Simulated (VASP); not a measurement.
Input of a VASP 6.6.1 run:

INCAR

```
PREC = Accurate
ENCUT = 500
EDIFF = 1E-6
ISMEAR = 0
SIGMA = 0.05
LREAL = False
LASPH = True
NELM = 120
ALGO = Normal
ISIF = 2
LWAVE = False
LCHARG = False
GGA = PE
NBANDS = 16
GGA_COMPAT = False
```

Contents of KPOINTS:

```
Automatic mesh
0
Gamma
  10 10 10
```

Contents of POSCAR:

```
AgBr
1.0
    0.0000000000      2.8807879720      2.8807879720
    2.8807879720      0.0000000000      2.8807879720
    2.8807879720      2.8807879720      0.0000000000
Ag Br
1 1
Direct
    0.5000000000      0.5000000000      0.5000000000
    0.0000000000      0.0000000000      0.0000000000
```

Potentials or basis: VASP PAW PBE potentials, release 64 (Ag, Br).

Command:

```console
$ cat potpaw_PBE.64/Ag/POTCAR potpaw_PBE.64/Br/POTCAR > POTCAR
$ mpirun -np 1 vasp_std > vasp.out
```

Question: Predict the band gap on the k mesh.

Answer: 0.67 eV (least direct gap 2.57 eV).

Question: Estimate the pressure.

Answer: 1.7 GPa.

A k mesh can miss the band edges. PBE gaps usually lie below the measured ones, often by a third to a half.
